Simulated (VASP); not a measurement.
# PtSe2 in VASP: notebook

PtSe2 is run at these levels: PBE+D3(BJ); tasks: single point.

Program: VASP 6.6.1. These are calculated values, not measurements. Logs are shortened: lines on timing, memory, paths and dates and some standing lists are left out, and cuts for length are marked.

## Step 1: The cell of the first run

The cell holds a slab with vacuum, 3 atoms: a = 3.708 Å, b = 3.708 Å, c = 20.531 Å, α = 90.00°, β = 90.00°, γ = 120.00°.

## Step 2: Single point, PBE+D3(BJ)

Input file INCAR:

```
  ALGO = Normal
  DIPOL = 0.5 0.5 0.500
  EDIFF = 1E-6
  ENCUT = 400
  GGA = PE
  GGA_COMPAT = False
  IDIPOL = 3
  ISIF = 2
  ISMEAR = 0
  IVDW = 12
  LASPH = True
  LCHARG = False
  LDIPOL = True
  LREAL = False
  LWAVE = False
  NBANDS = 18
  NELM = 120
  NELMDL = -8
  PREC = Accurate
  SIGMA = 0.05
```

Input file KPOINTS:

```
k-points
0
Gamma
  12 12 1
```

Input file POSCAR:

```
PtSe2
1.0
    3.7076727341      0.0000000000      0.0000000000
   -1.8538363670      3.2109387766      0.0000000000
    0.0000000000      0.0000000000     20.5310000870
Se Pt
2 1
Direct
    0.6666666667      0.3333333333      0.4354952758
    0.3333333333      0.6666666667      0.5645047407
    0.0000000000      0.0000000000      0.4999999835
```

Potentials or basis: VASP PAW PBE potentials, release 64 (Se, Pt).

Command:

```console
> cat potpaw_PBE.64/Se/POTCAR potpaw_PBE.64/Pt/POTCAR > POTCAR
> mpirun -np 1 vasp_std > vasp.out
```

OUTCAR:

```text
EDIFF = 1E-6
   ENCUT = 400
   GGA = PE
   ISIF = 2
   ISMEAR = 0
   IVDW = 12
   LASPH = True
   LREAL = False
   NELM = 120
   NELMDL = -8
   PREC = Accurate
 IVDW          = 12

 ion  position               nearest neighbor table
   1  0.667  0.333  0.435-   3 2.52   3 2.52   3 2.52
   2  0.333  0.667  0.565-   3 2.52   3 2.52   3 2.52
   3  0.000  0.000  0.500-   1 2.52   1 2.52   1 2.52   2 2.52   2 2.52   2 2.52

  LATTYP: Found a hexagonal cell.
 ALAT       =     3.7076727341
 C/A-ratio  =     5.5374358956

  Lattice vectors:

 A1 = (   3.7076727341,   0.0000000000,   0.0000000000)
 A2 = (  -1.8538363670,   3.2109387766,   0.0000000000)
 A3 = (   0.0000000000,   0.0000000000,  20.5310000870)

Analysis of symmetry for initial positions (statically):
=====================================================================
 Subroutine PRICEL returns:
 Original cell was already a primitive cell.

 Routine SETGRP: Setting up the symmetry group for a
 hexagonal supercell.

 Subroutine GETGRP returns: Found 12 space group operations
 (whereof 12 operations were pure point group operations)
 out of a pool of 24 trial point group operations.

The static configuration has the point symmetry D_3d.

Analysis of symmetry for dynamics (positions and initial velocities):
=====================================================================
 Subroutine PRICEL returns:
 Original cell was already a primitive cell.

 Routine SETGRP: Setting up the symmetry group for a
 hexagonal supercell.

 Subroutine GETGRP returns: Found 12 space group operations
 (whereof 12 operations were pure point group operations)
 out of a pool of 24 trial point group operations.

The dynamic configuration has the point symmetry D_3d.

 Subroutine INISYM returns: Found 12 space group operations
 (whereof 12 operations are pure point group operations),
 and found     1 'primitive' translations

----------------------------------------------------------------------------------------

                                     Primitive cell

  volume of cell :     244.4238

  direct lattice vectors                    reciprocal lattice vectors
     3.707672734  0.000000000  0.000000000     0.269710967  0.155717700  0.000000000
    -1.853836367  3.210938777  0.000000000     0.000000000  0.311435399  0.000000000
     0.000000000  0.000000000 20.531000087     0.000000000  0.000000000  0.048706833

  length of vectors
     3.707672734  3.707672734 20.531000087     0.311435399  0.311435399  0.048706833

  position of ions in fractional coordinates (direct lattice)
     0.666666667  0.333333333  0.435495276
     0.333333333  0.666666667  0.564504741
     0.000000000  0.000000000  0.499999983

  ion indices of the primitive-cell ions
   primitive index   ion index
                 1           1
                 2           2
                 3           3

----------------------------------------------------------------------------------------

 KPOINTS: k-points

Automatic generation of k-mesh.
 Grid dimensions read from file:
 generate k-points for:   12   12    1

 Generating k-lattice:

  Cartesian coordinates                     Fractional coordinates (reciprocal lattice)
     0.022475914  0.012976475  0.000000000     0.083333333  0.000000000  0.000000000
     0.000000000  0.025952950  0.000000000     0.000000000  0.083333333  0.000000000
     0.000000000  0.000000000  0.048706833     0.000000000  0.000000000  1.000000000

  Length of vectors
     0.025952950  0.025952950  0.048706833

  Shift w.r.t. Gamma in fractional coordinates (k-lattice)
     0.000000000  0.000000000  0.000000000

 Subroutine IBZKPT returns following result:
 ===========================================

 Found     19 irreducible k-points:

 Following reciprocal coordinates:
            Coordinates               Weight
  0.000000  0.000000  0.000000      1.000000
  0.083333  0.000000  0.000000      6.000000
  0.166667  0.000000  0.000000      6.000000
  0.250000  0.000000  0.000000      6.000000
  0.333333  0.000000  0.000000      6.000000
  0.416667 -0.000000  0.000000      6.000000
[... 11 lines left out ...]
  0.333333  0.250000  0.000000     12.000000
  0.333333  0.333333  0.000000      2.000000
   k-points           NKPTS =     19   k-points in BZ     NKDIM =     19   number of bands    NBANDS=     18
   number of dos      NEDOS =    301   number of ions     NIONS =      3
   total plane-waves  NPLWV =  80640
   dimension x,y,z NGX =    24 NGY =   24 NGZ =  140
   dimension x,y,z NGXF=    48 NGYF=   48 NGZF=  280
   ions per type =               2   1
   NGX,Y,Z   is equivalent  to a cutoff of  10.76, 10.76, 11.34 a.u.
   NGXF,Y,Z  is equivalent  to a cutoff of  21.52, 21.52, 22.67 a.u.
 SYSTEM =  unknown system
   PREC   = accura    normal or accurate (medium, high low for compatibility)
   ISTART =      0    job   : 0-new  1-cont  2-samecut
   ICHARG =      2    charge: 1-file 2-atom 10-const
   ISPIN  =      1    spin polarized calculation?
   LNONCOLLINEAR =      F non collinear calculations
   LSORBIT =      F    spin-orbit coupling
   LASPH  =      T    aspherical Exc in radial PAW
   ENCUT  =  400.0 eV  29.40 Ry    5.42 a.u.   6.05  6.05 33.48*2*pi/ulx,y,z
   NELM   =    120;   NELMIN=  2; NELMDL= -8     # of ELM steps
   EDIFF  = 0.1E-05   stopping-criterion for ELM
   LREAL  =      F    real-space projection
   EDIFFG = 0.1E-04   stopping-criterion for IOM
   NSW    =      0    number of steps for IOM
   IBRION =     -1    ionic relax: 0-MD 1-quasi-New 2-CG
   NFREE  =      0    steps in history (QN), initial steepest desc. (CG)
   ISIF   =      2    stress and relaxation
   ISYM   =      2    0-nonsym 1-usesym 2-fastsym
   POTIM  = 0.5000    time-step for ionic-motion
   TEBEG  =    0.0;   TEEND  =   0.0 temperature during run
   PSTRESS=    0.0 pullay stress
   NELECT =      22.0000    total number of electrons
   NUPDOWN=      -1.0000    fix difference up-down
   EMIN   =  10.00;   EMAX   =-10.00  energy-range for DOS
   EFERMI =   0.00;   METHOD = LEGACY
   ISMEAR =     0;   SIGMA  =   0.05  broadening in eV -4-tet -1-fermi 0-gaus
   EFERMI_NEDOS =   21; number of points for ismear=-14 and -15
   IALGO  =     38    algorithm
   IMIX   =      4    mixing-type and parameters
     AMIX     =   0.40;   BMIX     =  1.00
     AMIX_MAG =   1.60;   BMIX_MAG =  1.00
  volume/ion in A,a.u.               =      81.47       549.82
  Fermi-wavevector in a.u.,A,eV,Ry     =   0.733671  1.386437  7.323646  0.538273
  Thomas-Fermi vector in A             =   1.826436
   LORBIT       =      0    0 simple, 1 ext, 2 COOP (PROOUT), +10 PAW based schemes
   GGA     = PE    functional components
   LHFCALC =     F    Hartree Fock is set to
   AEXX    =    0.0000 exact exchange contribution
   IVDW    =    12    specifies the selected vdW correction
   LEPSILON=     F    determine dielectric tensor
   LRPA    =     F    only Hartree local field effects (RPA)
 non-spin polarized calculation
 Gauss-broadening in eV      SIGMA  =   0.05
  energy-cutoff  :      400.00
  volume of cell :      244.42
 maximum number of plane-waves:      4518
   NGX = 13   NGY = 13   NGZ = 67

 dipolmoment           0.000000      0.000000      0.000000 electrons x Angstroem

 number of electron      22.0000003 magnetization

 dipolmoment           0.000000      0.000000     -0.000000 electrons x Angstroem

 Free energy of the ion-electron system (eV)
  ---------------------------------------------------
  ext. energy  EPLUGINS =         0.00000000
  ---------------------------------------------------
  free energy    TOTEN  =       -14.28731327 eV

  energy without entropy =      -14.28731327  energy(sigma->0) =      -14.28731327

 E-fermi :  -2.6592     XC(G=0):  -3.3117

 val. band max:       -2.8903200601   @ k =   0.0833   0.0000   0.0000
 cond. band min:      -1.5214949227   @ k =   0.2500   0.0000   0.0000
 fundamental gap:      1.3688251374
 Fermi energy:        -2.6591564275

 k-point     1 :       0.0000    0.0000    0.0000
  band No.  band energies     occupation
      1     -16.9359      2.00000
      2     -15.1717      2.00000
      3      -8.0418      2.00000
      4      -7.9850      2.00000
      5      -7.9850      2.00000
      6      -5.7716      2.00000
[... 10 lines left out ...]
     17       2.7887      0.00000
     18       3.7241      0.00000

 k-point     2 :       0.0833    0.0000    0.0000
  band No.  band energies     occupation
      1     -16.8609      2.00000
      2     -15.1750      2.00000
      3      -8.0043      2.00000
      4      -7.9635      2.00000
      5      -7.9402      2.00000
      6      -5.8760      2.00000
[... 10 lines left out ...]
     17       3.1556      0.00000
     18       3.8505      0.00000

 k-point     3 :       0.1667    0.0000    0.0000
  band No.  band energies     occupation
      1     -16.6453      2.00000
      2     -15.1855      2.00000
      3      -8.0270      2.00000
      4      -7.8219      2.00000
      5      -7.7494      2.00000
      6      -6.2600      2.00000
[... 10 lines left out ...]
     17       3.4577      0.00000
     18       4.1825      0.00000

 k-point     4 :       0.2500    0.0000    0.0000
  band No.  band energies     occupation
      1     -16.3202      2.00000
      2     -15.2034      2.00000
      3      -8.0320      2.00000
      4      -7.6817      2.00000
      5      -7.5034      2.00000
      6      -6.8328      2.00000
[... 10 lines left out ...]
     17       3.8690      0.00000
     18       4.6483      0.00000

 k-point     5 :       0.3333    0.0000    0.0000
  band No.  band energies     occupation
      1     -15.9467      2.00000
      2     -15.2272      2.00000
      3      -8.2925      2.00000
      4      -7.5893      2.00000
      5      -7.4979      2.00000
      6      -6.7891      2.00000
[... 10 lines left out ...]
     17       4.2534      0.00000
     18       4.7139      0.00000

 k-point     6 :       0.4167   -0.0000    0.0000
  band No.  band energies     occupation
      1     -15.6234      2.00000
      2     -15.2556      2.00000
      3      -8.8039      2.00000
      4      -7.5631      2.00000
      5      -7.2214      2.00000
      6      -6.5759      2.00000
[... 10 lines left out ...]
     17       4.6930      0.00000
     18       5.5016      0.00000

 k-point     7 :       0.5000    0.0000    0.0000
  band No.  band energies     occupation
      1     -15.4814      2.00000
      2     -15.2784      2.00000
      3      -9.0224      2.00000
      4      -7.5624      2.00000
      5      -6.8845      2.00000
      6      -6.7051      2.00000
[... 10 lines left out ...]
     17       5.2849      0.00000
     18       5.8082      0.00000

 k-point     8 :       0.0833    0.0833    0.0000
  band No.  band energies     occupation
      1     -16.7155      2.00000
      2     -15.1820      2.00000
      3      -8.0147      2.00000
      4      -7.8710      2.00000
      5      -7.8153      2.00000
      6      -6.0274      2.00000
[... 10 lines left out ...]
     17       3.7775      0.00000
     18       3.9564      0.00000
[... 124 lines left out ...]
     17       4.9026      0.00000
     18       5.2060      0.00000

 k-point    15 :       0.3333    0.1667    0.0000
  band No.  band energies     occupation
      1     -15.5137      2.00000
      2     -15.2568      2.00000
      3      -8.5657      2.00000
      4      -7.7259      2.00000
      5      -7.1045      2.00000
      6      -6.5045      2.00000
[... 10 lines left out ...]
     17       5.2852      0.00000
     18       5.7275      0.00000

 k-point    16 :       0.4167    0.1667    0.0000
  band No.  band energies     occupation
      1     -15.3859      2.00000
      2     -15.2783      2.00000
      3      -8.7441      2.00000
      4      -7.7254      2.00000
      5      -6.9419      2.00000
      6      -6.4865      2.00000
[... 10 lines left out ...]
     17       5.4276      0.00000
     18       5.6051      0.00000

 k-point    17 :       0.2500    0.2500    0.0000
  band No.  band energies     occupation
      1     -15.5233      2.00000
      2     -15.2507      2.00000
      3      -8.3118      2.00000
      4      -7.7439      2.00000
      5      -7.3124      2.00000
      6      -6.6307      2.00000
[... 10 lines left out ...]
     17       5.6683      0.00000
     18       5.8403      0.00000

 k-point    18 :       0.3333    0.2500    0.0000
  band No.  band energies     occupation
      1     -15.3397      2.00000
      2     -15.2681      2.00000
      3      -8.4170      2.00000
      4      -7.7784      2.00000
      5      -7.4031      2.00000
      6      -6.4732      2.00000
[... 10 lines left out ...]
     17       5.7435      0.00000
     18       6.1820      0.00000

 k-point    19 :       0.3333    0.3333    0.0000
  band No.  band energies     occupation
      1     -15.2729      2.00000
      2     -15.2729      2.00000
      3      -8.1753      2.00000
      4      -7.7991      2.00000
      5      -7.7991      2.00000
      6      -6.3679      2.00000
[... 10 lines left out ...]
     17       5.8827      0.00000
     18       6.1139      0.00000

------------------------ aborting loop because EDIFF is reached ----------------------------------------

 vacuum level on the upper side and lower side of the slab       (xc-potential included)        -0.157        -0.157

 Edisp (eV)   -0.89641

 E8    (eV) :    -0.4115

  FORCE on cell =-STRESS in cart. coord.  units (eV):
  Direction    XX          YY          ZZ          XY          YZ          ZX
  --------------------------------------------------------------------------------------
  -------------------------------------------------------------------------------------
  Total      -0.05215    -0.05215    -0.03676    -0.00000     0.00000    -0.00000
  in kB      -0.34181    -0.34181    -0.24094    -0.00000     0.00000    -0.00000
  external pressure =       -0.31 kB  Pullay stress =        0.00 kB

 VOLUME and BASIS-vectors are now :
 -----------------------------------------------------------------------------
  energy-cutoff  :      400.00
  volume of cell :      244.42
      direct lattice vectors                 reciprocal lattice vectors
     3.707672734  0.000000000  0.000000000     0.269710967  0.155717700  0.000000000
    -1.853836367  3.210938777  0.000000000     0.000000000  0.311435399  0.000000000
     0.000000000  0.000000000 20.531000087     0.000000000  0.000000000  0.048706833

 POSITION                                       TOTAL-FORCE (eV/Angst)
 -----------------------------------------------------------------------------------
      1.85384      1.07031      8.94115        -0.000000      0.000000      0.002513
     -0.00000      2.14063     11.58985         0.000000     -0.000000     -0.002513
      0.00000      0.00000     10.26550         0.000000      0.000000      0.000000
 -----------------------------------------------------------------------------------
    total drift:                               -0.000000      0.000000      0.000035

  FREE ENERGIE OF THE ION-ELECTRON SYSTEM (eV)
  ---------------------------------------------------
  free  energy   TOTEN  =       -15.1837196519 eV

  energy  without entropy=      -15.1837196519  energy(sigma->0) =      -15.18371965

 vacuum level on the upper side and lower side of the slab         2.612         2.612
```

Run time: 2.1 min. Hardware: 1 thread of AMD EPYC 7R13, shared host; peak memory 0.25 GiB.

What came out:

```yaml
Free_energy: -15.1837 eV
Band_gap_on_the_k_mesh: 1.37 eV, indirect (least direct gap 1.66 eV)
Dispersion_energy_per_atom: -0.299 eV
```

Forces on the atoms (eV/Å):
```
Se   0.000  0.000  0.003
Se   0.000  0.000 -0.003
Pt   0.000  0.000  0.000
```

Caveat: spin-orbit coupling is left out, which moves the levels of the heavy elements.

## Step 3: Single point, PBE+D3(BJ)

This run uses another cell than the first one, of 82.19 Å³/atom, 1.009 times its volume.

Input file INCAR:

```
SYSTEM = PtSe2
PREC     = Accurate       ! precision mode
ENCUT    = 400            ! plane-wave cutoff, eV
EDIFF    = 1E-6           ! SCF threshold, eV
ISMEAR   = 0              ! smearing method
SIGMA    = 0.05           ! smearing width, eV
LREAL    = .False.        ! projectors in reciprocal space
LASPH    = .True.         ! aspherical terms in the spheres
NELM     = 120            ! most SCF steps
ALGO     = Normal         ! electronic algorithm
ISIF     = 2              ! what is computed and relaxed
LWAVE    = .False.        ! write WAVECAR
LCHARG   = .False.        ! write CHGCAR
LDIPOL   = .True.       
IDIPOL   = 3            
DIPOL    = 0.5 0.5 0.500
GGA      = PE             ! functional
IVDW     = 12             ! dispersion correction
NBANDS   = 18             ! bands
GGA_COMPAT= .False.      
NELMDL   = -8
```

Input file KPOINTS:

```
regular mesh
0
Gamma
  12 12 1
  0 0 0
```

Input file POSCAR:

```
PtSe2
1.0
    3.7240006000      0.0000000000      0.0000000000
   -1.8620003000      3.2250791300      0.0000000000
    0.0000000000      0.0000000000     20.5310000870
Se Pt
2 1
Direct
    0.6666666700      0.3333333300      0.4383615003
    0.3333333300      0.6666666700      0.5616384997
    0.0000000000      0.0000000000      0.5000000000
```

Potentials or basis: VASP PAW PBE potentials, release 64 (Se, Pt).

Command:

```console
> cat potpaw_PBE.64/Se/POTCAR potpaw_PBE.64/Pt/POTCAR > POTCAR
> mpirun -np 1 vasp_std > vasp.out
```

Wall time 2.4 min (1 thread of AMD EPYC 7R13, shared host); peak memory 0.25 GiB.

Results (log left out):

- Free energy: -15.1530 eV
- Largest force: 0.599 eV/Å
- Band gap on the k mesh: 1.41 eV, indirect (least direct gap 1.56 eV)
- Dispersion energy per atom: -0.299 eV

Forces in eV/Å, atoms in the order of the input:
```
Se   0.000  0.000 -0.599
Se   0.000  0.000  0.599
Pt   0.000  0.000  0.000
```

Levels at points of the mesh, in eV from the valence-band top:
```tsv
k point	band 7	band 8	band 9	band 10	band 11	band 12	band 13	band 14	band 15	band 16
(0.00, 0.00, 0.00)	-2.98	-1.17	-0.58	-0.08	-0.08	3.08	3.08	4.59	5.18	5.63
(0.50, 0.00, 0.00)	-2.47	-2.39	-2.02	-2.01	-1.37	2.47	2.85	4.81	6.22	7.70
```

Caveat: spin-orbit coupling is left out, which moves the levels of the heavy elements.
